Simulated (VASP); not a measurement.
Crystal: Hf.

```
Hf
1.0
     3.19670    0.00000    0.00000
    -1.59835    2.76842    0.00000
     0.00000    0.00000    5.05780
Hf
2
Direct
  0.66667 0.33333 0.75000
  0.33333 0.66667 0.25000
```

* Program: VASP 6.6.1
* Task: relaxation of cell and atoms
* Functional: BLYP
* Potentials or basis: VASP PAW PBE potentials, release 64 (Hf_pv)
* Cutoff: 600 eV
* k mesh: 10 × 10 × 5
* Occupations: fermi-dirac, width 0.05 eV
* Spin: no spin polarisation

At the start: pressure 3.4 GPa; volume 22.38 Å³/atom.

Question: How do energy, volume and symmetry change on relaxing?

Answer: Over 5 steps the energy falls by 7.4 meV/atom and the volume is 23.08 Å³/atom (+3.1 %); space group P6_3/mmc (No. 194, to 0.1 Å) before and after.

Step by step:
| step | energy change (eV) | largest force (eV/Å) | pressure (GPa) | volume (Å³) |
| --- | --- | --- | --- | --- |
| 1 | 0.0000 | 0.0000 | 3.38 | 44.76 |
| 2 | 0.0043 | 0.0000 | -3.49 | 47.89 |
| 3 | -0.0147 | 0.0000 | -0.03 | 46.20 |
| 4 | -0.0147 | 0.0000 | 0.01 | 46.17 |
| 5 | -0.0148 | 0.0000 | 0.03 | 46.17 |

Final structure:
```
Hf
1.0
     3.23254    0.00000    0.00000
    -1.61627    2.79946    0.00000
     0.00000    0.00000    5.10182
Hf
2
Direct
  0.66667 0.33333 0.75000
  0.33333 0.66667 0.25000
```

Caveat: the PAW data sets were made with another functional, which shifts forces and pressure a little.
